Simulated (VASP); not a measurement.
# SiC (P6_3mc) in VASP: further runs

Aim: see how the results for SiC move with the level of theory and the settings. Levels: r2SCAN+D3(BJ), PBE+D4, revPBE+D4. Tasks: single point.

Program: VASP 6.6.1. These are calculated values, not measurements. Logs are shortened: lines on timing, memory, paths and dates and some standing lists are left out, and cuts for length are marked.

### Step 1. The cell of the first run

The structure is hexagonal, space group P6_3mc (No. 186). The conventional cell has a = 3.053 Å, b = 3.053 Å, c = 14.965 Å, α = 90.00°, β = 90.00°, γ = 120.00°. Within 2.5 Å of Si (site symmetry 3m) lie 4 C at 1.87 Å. Within 2.5 Å of Si (site symmetry 3m) lie 4 C at 1.87 Å. Within 2.5 Å of Si (site symmetry 3m) lie 4 C at 1.87 Å. C (site symmetry 3m) has 4 Si at 1.87 Å within 2.5 Å. Within 2.5 Å of C (site symmetry 3m) lie 4 Si at 1.87 Å. Within 2.5 Å of C (site symmetry 3m) lie 4 Si at 1.87 Å.

### Step 2. Single point, r2SCAN+D3(BJ)

File POSCAR:

```
SiC
1.0
    3.0531705480      0.0000000000      0.0000000000
   -1.5265852740      2.6441232567      0.0000000000
    0.0000000000      0.0000000000     14.9649748670
Si C
6 6
Direct
    0.6666666667      0.3333333333      0.4583000000
    0.3333333333      0.6666666667      0.9583000000
    0.6666666667      0.3333333333      0.7917000000
    0.3333333333      0.6666666667      0.2917000000
    0.0000000000      0.0000000000      0.6250000000
    0.0000000000      0.0000000000      0.1250000000
    0.6666666667      0.3333333333      0.3333000000
    0.3333333333      0.6666666667      0.8333000000
    0.6666666667      0.3333333333      0.6667000000
    0.3333333333      0.6666666667      0.1667000000
    0.0000000000      0.0000000000      0.5000000000
    0.0000000000      0.0000000000      0.0000000000
```

File INCAR.step1:

```
SYSTEM = SiC
  PREC = Accurate
  ENCUT = 520
  ISMEAR = -1
  SIGMA = 0.05
  LREAL = .FALSE.
  LASPH = .TRUE.
  NELM = 60
  NBANDS = 36
  GGA = PE
  ALGO = Normal
  EDIFF = 1E-4
  LWAVE = .TRUE.
  LCHARG = .FALSE.
```

File INCAR.step2:

```
SYSTEM = SiC
  PREC = Accurate
  ENCUT = 520
  EDIFF = 1E-6
  ISMEAR = -1
  SIGMA = 0.05
  LREAL = .FALSE.
  LASPH = .TRUE.
  NELM = 60
  ALGO = Normal
  ISIF = 2
  LWAVE = .FALSE.
  LCHARG = .TRUE.
  METAGGA = R2SCAN
  LMIXTAU = .TRUE.
  IVDW = 12
  VDW_S6 = 1.0
  VDW_S8 = 0.78981345
  VDW_A1 = 0.49484001
  VDW_A2 = 5.73083694
  LELF = .TRUE.
  LVHAR = .TRUE.
  NBANDS = 36
  ISTART = 1
```

File KPOINTS:

```
Automatic mesh
0
G
  10 10 2
  0 0 0
```

Potentials or basis: VASP PAW PBE potentials, release 64 (Si, C).

The run is started by

```bash
$ cat potpaw_PBE.64/Si/POTCAR potpaw_PBE.64/C/POTCAR > POTCAR
$ cp INCAR.step1 INCAR
$ mpirun -np 1 vasp_std > vasp.out
$ cp INCAR.step2 INCAR
$ mpirun -np 1 vasp_std > vasp.out
```

OUTCAR:

```text
SYSTEM = SiC
   PREC = Accurate
   ENCUT = 520
   EDIFF = 1E-6
   ISMEAR = -1
   LREAL = .FALSE.
   LASPH = .TRUE.
   NELM = 60
   ISIF = 2
   METAGGA = R2SCAN
   IVDW = 12
   ISTART = 1
 IVDW          = 12

 ion  position               nearest neighbor table
   1  0.667  0.333  0.458-  11 1.87  11 1.87  11 1.87   7 1.87   4 3.05   4 3.05   4 3.05   5 3.05
                             5 3.05   5 3.05
   2  0.333  0.667  0.958-  12 1.87  12 1.87  12 1.87   8 1.87   3 3.05   3 3.05   3 3.05   6 3.05
                             6 3.05   6 3.05
   3  0.667  0.333  0.792-   8 1.87   8 1.87   8 1.87   9 1.87   2 3.05   2 3.05   2 3.05   5 3.05
                             5 3.05   5 3.05
   4  0.333  0.667  0.292-   7 1.87   7 1.87   7 1.87  10 1.87   1 3.05   1 3.05   1 3.05   6 3.05
                             6 3.05   6 3.05
   5  0.000  0.000  0.625-   9 1.87   9 1.87   9 1.87  11 1.87   3 3.05   1 3.05   1 3.05   3 3.05
                             3 3.05   1 3.05
   6  0.000  0.000  0.125-  10 1.87  10 1.87  10 1.87  12 1.87   4 3.05   2 3.05   4 3.05   2 3.05
                             2 3.05   4 3.05
   7  0.667  0.333  0.333-   4 1.87   4 1.87   4 1.87   1 1.87
   8  0.333  0.667  0.833-   3 1.87   3 1.87   3 1.87   2 1.87
   9  0.667  0.333  0.667-   5 1.87   5 1.87   5 1.87   3 1.87
  10  0.333  0.667  0.167-   6 1.87   6 1.87   6 1.87   4 1.87
  11  0.000  0.000  0.500-   1 1.87   1 1.87   1 1.87   5 1.87
  12  0.000  0.000  0.000-   2 1.87   2 1.87   2 1.87   6 1.87

  LATTYP: Found a hexagonal cell.
 ALAT       =     3.0531705480
 C/A-ratio  =     4.9014539580

  Lattice vectors:

 A1 = (   3.0531705480,   0.0000000000,   0.0000000000)
 A2 = (  -1.5265852740,   2.6441232567,   0.0000000000)
 A3 = (   0.0000000000,   0.0000000000,  14.9649748670)

Analysis of symmetry for initial positions (statically):
=====================================================================
 Subroutine PRICEL returns:
 Original cell was already a primitive cell.

 Routine SETGRP: Setting up the symmetry group for a
 hexagonal supercell.

 Subroutine GETGRP returns: Found 12 space group operations
 (whereof  6 operations were pure point group operations)
 out of a pool of 24 trial point group operations.

The static configuration has the point symmetry C_3v.
 The point group associated with its full space group is C_6v.

Analysis of symmetry for dynamics (positions and initial velocities):
=====================================================================
 Subroutine PRICEL returns:
 Original cell was already a primitive cell.

 Routine SETGRP: Setting up the symmetry group for a
 hexagonal supercell.

 Subroutine GETGRP returns: Found 12 space group operations
 (whereof  6 operations were pure point group operations)
 out of a pool of 24 trial point group operations.

The dynamic configuration has the point symmetry C_3v.
 The point group associated with its full space group is C_6v.

 Subroutine INISYM returns: Found 12 space group operations
 (whereof  6 operations are pure point group operations),
 and found     1 'primitive' translations

----------------------------------------------------------------------------------------

                                     Primitive cell

  volume of cell :     120.8116

  direct lattice vectors                    reciprocal lattice vectors
     3.053170548  0.000000000  0.000000000     0.327528379  0.189098598  0.000000000
    -1.526585274  2.644123257  0.000000000     0.000000000  0.378197195  0.000000000
     0.000000000  0.000000000 14.964974867     0.000000000  0.000000000  0.066822698

  length of vectors
     3.053170548  3.053170548 14.964974867     0.378197195  0.378197195  0.066822698

  position of ions in fractional coordinates (direct lattice)
     0.666666667  0.333333333  0.458300000
     0.333333333  0.666666667  0.958300000
     0.666666667  0.333333333  0.791700000
     0.333333333  0.666666667  0.291700000
     0.000000000  0.000000000  0.625000000
     0.000000000  0.000000000  0.125000000
     0.666666667  0.333333333  0.333300000
     0.333333333  0.666666667  0.833300000
     0.666666667  0.333333333  0.666700000
     0.333333333  0.666666667  0.166700000
     0.000000000  0.000000000  0.500000000
     0.000000000  0.000000000  0.000000000

  ion indices of the primitive-cell ions
   primitive index   ion index
                 1           1
                 2           2
                 3           3
                 4           4
                 5           5
                 6           6
                 7           7
                 8           8
                 9           9
                10          10
                11          11
                12          12

----------------------------------------------------------------------------------------

 KPOINTS: Automatic mesh

Automatic generation of k-mesh.
 Grid dimensions read from file:
 generate k-points for:   10   10    2

 Generating k-lattice:

  Cartesian coordinates                     Fractional coordinates (reciprocal lattice)
     0.032752838  0.018909860  0.000000000     0.100000000  0.000000000  0.000000000
     0.000000000  0.037819720  0.000000000     0.000000000  0.100000000  0.000000000
     0.000000000  0.000000000  0.033411349     0.000000000  0.000000000  0.500000000

  Length of vectors
     0.037819720  0.037819720  0.033411349

  Shift w.r.t. Gamma in fractional coordinates (k-lattice)
     0.000000000  0.000000000  0.000000000

 Subroutine IBZKPT returns following result:
 ===========================================

 Found     28 irreducible k-points:

 Following reciprocal coordinates:
            Coordinates               Weight
  0.000000  0.000000  0.000000      1.000000
  0.100000  0.000000  0.000000      6.000000
  0.200000  0.000000  0.000000      6.000000
  0.300000  0.000000  0.000000      6.000000
  0.400000 -0.000000  0.000000      6.000000
  0.500000  0.000000  0.000000      3.000000
[... 16 lines left out ...]
  0.300000  0.100000  0.500000     12.000000
  0.400000  0.100000  0.500000     12.000000
 [... further k-points ...]
   k-points           NKPTS =     28   k-points in BZ     NKDIM =     28   number of bands    NBANDS=     36
   number of dos      NEDOS =    301   number of ions     NIONS =     12
   total plane-waves  NPLWV =  64512
   dimension x,y,z NGX =    24 NGY =   24 NGZ =  112
   dimension x,y,z NGXF=    48 NGYF=   48 NGZF=  224
   ions per type =               6   6
   NGX,Y,Z   is equivalent  to a cutoff of  13.07, 13.07, 12.44 a.u.
   NGXF,Y,Z  is equivalent  to a cutoff of  26.14, 26.14, 24.88 a.u.
 SYSTEM =  SiC
   PREC   = accura    normal or accurate (medium, high low for compatibility)
   ISTART =      1    job   : 0-new  1-cont  2-samecut
   ICHARG =      0    charge: 1-file 2-atom 10-const
   ISPIN  =      1    spin polarized calculation?
   LNONCOLLINEAR =      F non collinear calculations
   LSORBIT =      F    spin-orbit coupling
   LASPH  =      T    aspherical Exc in radial PAW
   ENCUT  =  520.0 eV  38.22 Ry    6.18 a.u.   5.68  5.68 27.82*2*pi/ulx,y,z
   NELM   =     60;   NELMIN=  2; NELMDL=  0     # of ELM steps
   EDIFF  = 0.1E-05   stopping-criterion for ELM
   LREAL  =      F    real-space projection
[... 7 lines left out ...]
   TEBEG  =    0.0;   TEEND  =   0.0 temperature during run
   PSTRESS=    0.0 pullay stress
   NELECT =      48.0000    total number of electrons
   NUPDOWN=      -1.0000    fix difference up-down
   EMIN   =  10.00;   EMAX   =-10.00  energy-range for DOS
   EFERMI =   0.00;   METHOD = LEGACY
   ISMEAR =    -1;   SIGMA  =   0.05  broadening in eV -4-tet -1-fermi 0-gaus
   EFERMI_NEDOS =   21; number of points for ismear=-14 and -15
   IALGO  =     38    algorithm
   IMIX   =      4    mixing-type and parameters
     AMIX     =   0.40;   BMIX     =  1.00
     AMIX_MAG =   1.60;   BMIX_MAG =  1.00
  volume/ion in A,a.u.               =      10.07        67.94
  Fermi-wavevector in a.u.,A,eV,Ry     =   1.203517  2.274318 19.707411  1.448454
  Thomas-Fermi vector in A             =   2.339268
   LORBIT       =      0    0 simple, 1 ext, 2 COOP (PROOUT), +10 PAW based schemes
   METAGGA = R2SCAN    functional components
   LHFCALC =     F    Hartree Fock is set to
   AEXX    =    0.0000 exact exchange contribution
   IVDW    =    12    specifies the selected vdW correction
   LEPSILON=     F    determine dielectric tensor
   LRPA    =     F    only Hartree local field effects (RPA)
 non-spin polarized calculation
  energy-cutoff  :      520.00
  volume of cell :      120.81
 maximum number of plane-waves:      3282
 NGX is ok and might be reduce to    24
   NGX = 11   NGY = 11   NGZ = 55

 number of electron      47.9999997 magnetization

 Free energy of the ion-electron system (eV)
  ---------------------------------------------------
  ext. energy  EPLUGINS =         0.00000000
  ---------------------------------------------------
  free energy    TOTEN  =      -115.90552432 eV

  energy without entropy =     -115.90552432  energy(sigma->0) =     -115.90552432

 E-fermi :   9.4289     XC(G=0): -12.0549

 val. band max:        8.3426521139   @ k =   0.0000   0.0000   0.0000
 cond. band min:      10.7353995502   @ k =   0.5000   0.0000   0.0000
 fundamental gap:      2.3927474363
 Fermi energy:         9.4288789074

 k-point     1 :       0.0000    0.0000    0.0000
  band No.  band energies     occupation
      1      -8.1161      2.00000
      2      -7.5683      2.00000
      3      -7.5200      2.00000
      4      -5.9500      2.00000
      5      -5.9142      2.00000
      6      -4.3761      2.00000
[... 28 lines left out ...]
     35      16.4841      0.00000
     36      16.4865      0.00000
[... 866 lines left out ...]
      6      -3.0239      2.00000
[... 28 lines left out ...]
     35      16.6482      0.00000
     36      16.6482      0.00000

 [... further k-points ...]

------------------------ aborting loop because EDIFF is reached ----------------------------------------

 Edisp (eV)   -1.73908

 E8    (eV) :    -0.4946

  FORCE on cell =-STRESS in cart. coord.  units (eV):
  Direction    XX          YY          ZZ          XY          YZ          ZX
  --------------------------------------------------------------------------------------
  -------------------------------------------------------------------------------------
  Total       2.54538     2.54538     3.20824     0.00000     0.00000     0.00000
  in kB      33.75624    33.75624    42.54697     0.00000     0.00000     0.00000
  external pressure =       36.69 kB  Pullay stress =        0.00 kB

 VOLUME and BASIS-vectors are now :
 -----------------------------------------------------------------------------
  energy-cutoff  :      520.00
  volume of cell :      120.81
      direct lattice vectors                 reciprocal lattice vectors
     3.053170548  0.000000000  0.000000000     0.327528379  0.189098598  0.000000000
    -1.526585274  2.644123257  0.000000000     0.000000000  0.378197195  0.000000000
     0.000000000  0.000000000 14.964974867     0.000000000  0.000000000  0.066822698

 POSITION                                       TOTAL-FORCE (eV/Angst)
 -----------------------------------------------------------------------------------
      1.52659      0.88137      6.85845        -0.000000     -0.000000      0.062630
     -0.00000      1.76275     14.34094         0.000000      0.000000      0.062630
      1.52659      0.88137     11.84777        -0.000000      0.000000      0.027968
     -0.00000      1.76275      4.36528        -0.000000     -0.000000      0.027968
      0.00000      0.00000      9.35311        -0.000000      0.000000      0.039498
      0.00000      0.00000      1.87062        -0.000000     -0.000000      0.039498
      1.52659      0.88137      4.98783        -0.000000     -0.000000     -0.016785
     -0.00000      1.76275     12.47031         0.000000     -0.000000     -0.016785
      1.52659      0.88137      9.97715        -0.000000      0.000000      0.043559
     -0.00000      1.76275      2.49466         0.000000     -0.000000      0.043559
      0.00000      0.00000      7.48249        -0.000000     -0.000000     -0.156870
      0.00000      0.00000      0.00000        -0.000000     -0.000000     -0.156870
 -----------------------------------------------------------------------------------
    total drift:                               -0.000000     -0.000000      0.000071

  FREE ENERGIE OF THE ION-ELECTRON SYSTEM (eV)
  ---------------------------------------------------
  free  energy   TOTEN  =      -117.6446086130 eV

  energy  without entropy=     -117.6446086130  energy(sigma->0) =     -117.64460861
```

It took 17 min on 1 thread of Intel Xeon 8259CL, shared host; peak memory 0.27 GiB.

Results:

```
Free energy                : -117.6446 eV
Pressure                   : 3.7 GPa
Largest force              : 0.157 eV/Å
Band gap on the k mesh     : 2.39 eV (least direct gap 3.55 eV)
Dispersion energy per atom : -0.145 eV
```

Forces on the atoms (eV/Å):
```
Si   0.000  0.000  0.063
Si   0.000  0.000  0.063
Si   0.000  0.000  0.028
Si   0.000  0.000  0.028
Si   0.000  0.000  0.039
Si   0.000  0.000  0.039
C    0.000  0.000 -0.017
C    0.000  0.000 -0.017
C    0.000  0.000  0.044
C    0.000  0.000  0.044
C    0.000  0.000 -0.157
C    0.000  0.000 -0.157
```

Stress tensor (GPa, compression positive):
```
3.38 0.00 0.00
0.00 3.38 0.00
0.00 0.00 4.25
```

Caveat: the cell stands under pressure; the PAW data sets were made with another functional, which shifts forces and pressure a little. r2SCAN opens gaps a little over a GGA but as a rule still falls short of measured ones.

### Step 3. Single point, r2SCAN+D3(BJ)

This run uses another cell than the first one, of 10.28 Å³/atom.

POSCAR, as its differences from that of step 2:

```diff
@@ -2,5 +2,5 @@
 1.0
-    3.0531705480      0.0000000000      0.0000000000
-   -1.5265852740      2.6441232567      0.0000000000
-    0.0000000000      0.0000000000     14.9649748670
+    3.0742275620      0.0000000000      0.0000000000
+   -1.5371137810      2.6623591657      0.0000000000
+    0.0000000000      0.0000000000     15.0681848517
 Si C
```

File INCAR.step1:

```
ALGO = Normal
EDIFF = 1E-4
ENCUT = 520
GGA = PE
ISMEAR = -1
LASPH = True
LCHARG = False
LREAL = False
LWAVE = True
NBANDS = 36
NELM = 80
PREC = Accurate
SIGMA = 0.05
```

File INCAR.step2:

```
ALGO = Normal
EDIFF = 1E-6
ENCUT = 520
ISIF = 2
ISMEAR = -1
ISTART = 1
IVDW = 12
LASPH = True
LCHARG = False
LMIXTAU = True
LREAL = False
LWAVE = False
METAGGA = R2SCAN
NBANDS = 36
NELM = 80
PREC = Accurate
SIGMA = 0.05
VDW_A1 = 0.49484001
VDW_A2 = 5.73083694
VDW_S6 = 1.0
VDW_S8 = 0.78981345
```

File KPOINTS:

```
k-points
0
Gamma
  10 10 2
```

Potentials or basis: VASP PAW PBE potentials, release 64 (Si, C).

The run is started by

```bash
$ cat potpaw_PBE.64/Si/POTCAR potpaw_PBE.64/C/POTCAR > POTCAR
$ cp INCAR.step1 INCAR
$ mpirun -np 1 vasp_std > vasp.out
$ cp INCAR.step2 INCAR
$ mpirun -np 1 vasp_std > vasp.out
```

Run time: 20 min. Hardware: 1 thread of Intel Xeon 8259CL, shared host; peak memory 0.27 GiB.

It converged, with:

```
Free energy                : -117.6643 eV
Pressure                   : -1.2 GPa
Largest force              : 0.153 eV/Å
Band gap on the k mesh     : 2.39 eV (least direct gap 3.55 eV)
Dispersion energy per atom : -0.142 eV
```

Forces on the atoms (eV/Å):
```
Si   0.000  0.000  0.058
Si   0.000  0.000  0.058
Si   0.000  0.000  0.026
Si   0.000  0.000  0.026
Si   0.000  0.000  0.041
Si   0.000  0.000  0.041
C    0.000  0.000 -0.015
C    0.000  0.000 -0.015
C    0.000  0.000  0.043
C    0.000  0.000  0.043
C    0.000  0.000 -0.153
C    0.000  0.000 -0.153
```

Stress tensor (GPa, compression positive):
```
-1.49  0.00  0.00
 0.00 -1.49  0.00
 0.00  0.00 -0.62
```

Levels at points of the mesh, in eV from the valence-band top:
```csv
k point,band 21,band 22,band 23,band 24,band 25,band 26,band 27,band 28
"(0.00, 0.00, 0.00)",-0.31,-0.05,0.00,0.00,5.78,5.96,6.37,6.89
"(0.50, 0.00, 0.00)",-1.91,-1.87,-1.73,-1.15,2.39,2.61,3.68,4.36
"(0.00, 0.00, 0.50)",-0.10,-0.10,-0.10,-0.10,5.85,5.85,6.61,6.61
"(0.50, 0.00, 0.50)",-1.80,-1.80,-1.37,-1.37,2.45,2.45,3.90,3.90
```

Caveat: the PAW data sets were made with another functional, which shifts forces and pressure a little. r2SCAN opens gaps a little over a GGA but as a rule still falls short of measured ones.

### Step 4. Single point, PBE+D4

This run uses another cell than the first one, of 10.70 Å³/atom.

File INCAR:

```
SYSTEM = SiC
PREC     = Accurate       ! precision mode
ENCUT    = 520            ! plane-wave cutoff, eV
EDIFF    = 1E-6           ! SCF threshold, eV
ISMEAR   = -1             ! smearing method
SIGMA    = 0.05           ! smearing width, eV
LREAL    = .FALSE.        ! projectors in reciprocal space
LASPH    = .TRUE.         ! aspherical terms in the spheres
NELM     = 100            ! most SCF steps
ALGO     = Normal         ! electronic algorithm
ISIF     = 2              ! what is computed and relaxed
LWAVE    = .FALSE.        ! write WAVECAR
LCHARG   = .FALSE.        ! write CHGCAR
GGA      = PE             ! functional
IVDW     = 13             ! dispersion correction
NBANDS   = 36             ! bands
```

File KPOINTS:

```
regular mesh
0
G
  10 10 2
  0 0 0
```

POSCAR, as its differences from that of step 3:

```diff
@@ -2,5 +2,5 @@
 1.0
-    3.0742275620      0.0000000000      0.0000000000
-   -1.5371137810      2.6623591657      0.0000000000
-    0.0000000000      0.0000000000     15.0681848517
+    3.1154972861      0.0000000000      0.0000000000
+   -1.5577486430      2.6980997952      0.0000000000
+    0.0000000000      0.0000000000     15.2704665040
 Si C
```

The run is started by

```bash
$ cat potpaw_PBE.64/Si/POTCAR potpaw_PBE.64/C/POTCAR > POTCAR
$ mpirun -np 1 vasp_std > vasp.out
```

Wall time 66 s (1 thread of Intel Xeon 6975P-C (Granite Rapids), shared host); peak memory 0.28 GiB.

Results (log left out):

* Free energy: -94.1856 eV
* Pressure: -7.8 GPa
* Largest force: 0.141 eV/Å
* Band gap on the k mesh: 2.03 eV (least direct gap 3.12 eV)
* Dispersion energy per atom: -0.320 eV

Forces in eV/Å, atoms in the order of the input:
```
Si   0.000  0.000  0.052
Si   0.000  0.000  0.052
Si   0.000  0.000  0.025
Si   0.000  0.000  0.025
Si   0.000  0.000  0.047
Si   0.000  0.000  0.047
C    0.000  0.000 -0.016
C    0.000  0.000 -0.016
C    0.000  0.000  0.032
C    0.000  0.000  0.032
C    0.000  0.000 -0.141
C    0.000  0.000 -0.141
```

Stress tensor (GPa, compression positive):
```
-8.05  0.00  0.00
 0.00 -8.05  0.00
 0.00  0.00 -7.28
```

Levels at points of the mesh, in eV from the valence-band top:
```tsv
k point	band 21	band 22	band 23	band 24	band 25	band 26	band 27	band 28
(0.00, 0.00, 0.00)	-0.30	-0.05	0.00	0.00	4.87	5.05	5.44	5.92
(0.50, 0.00, 0.00)	-1.79	-1.75	-1.64	-1.09	2.03	2.20	3.15	3.83
(0.00, 0.00, 0.50)	-0.10	-0.10	-0.10	-0.10	4.94	4.94	5.68	5.68
(0.50, 0.00, 0.50)	-1.70	-1.70	-1.29	-1.29	2.06	2.06	3.38	3.38
```

Caveat: the cell stands under tension.

(Continued in part 2 of 2.)
